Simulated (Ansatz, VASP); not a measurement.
# One calculation of Co, two programs

Contents of INCAR:

```
SYSTEM = Co
PREC = Accurate
ENCUT = 520
EDIFF = 1E-7
ISMEAR = -1
SIGMA = 0.025
LREAL = .False.
LASPH = .True.
NELM = 150
ALGO = Normal
ISIF = 2
LWAVE = .False.
LCHARG = .False.
ISPIN = 2
MAGMOM = 3.2 3.2
LORBIT = 11
LMAXMIX = 4
GGA = CA
NBANDS = 20
```

File KPOINTS:

```
Automatic mesh
0
Gamma
  14 14 8
  0 0 0
```

File POSCAR:

```
Co
1.0
    2.4873648700      0.0000000000      0.0000000000
   -1.2436824400      2.1541211700      0.0000000000
    0.0000000000      0.0000000000      4.0632895000
Co
2
Direct
    0.6666666700      0.3333333300      0.2598610000
    0.3333333300      0.6666666700      0.7401390000
```

Input for Ansatz:

```yaml
crystal:
  lattice:
    - [2.48736487, 0.0, 0.0]
    - [-1.24368244, 2.15412117, 0.0]
    - [0.0, 0.0, 4.0632895]
  atoms:
    - { symbol: Co, position: [0.66666667, 0.33333333, 0.259861] }
    - { symbol: Co, position: [0.33333333, 0.66666667, 0.740139] }
basis:
  ecutwfc: 470.0
kpoints:
  mp_grid:
    grid: [14, 14, 8]
hamiltonian:
  xc: lda
  pseudopotentials:
    kind: paw
magnetization:
  spin_polarized: true
  per_species:
    Co: 3.2
scf:
  occupations:
    method: fermi_dirac
    width: 0.025
```

Alike in both runs: task single point; functional LDA; k mesh 14 × 14 × 8; occupations fermi-dirac, width 0.025 eV; collinear spin.

|  | VASP | Ansatz |
| --- | --- | --- |
| version | VASP 6.6.1 | Ansatz 0.2.0 |
| potentials or method | VASP PAW LDA potentials, release 64 (Co), cutoff 520 eV | plane waves, PAW |
| valence electrons in the cell | 18 | 34 |

```csv
,VASP,Ansatz,Ansatz less VASP
net moment per atom (μB),1.52,1.54,+0.022
size of the moment on the site where the two differ most (μB),1.53,1.60,+0.071
```

LDA's correlation is that of Perdew and Zunger in VASP and of Perdew and Wang (1992) in Ansatz. Site moments also hang on the region over which each program counts them. VASP's potentials hold 18 valence electrons a cell and Ansatz's 34, so a difference there can come from the potentials and not from the codes. Ansatz's warnings: given moment on shells.
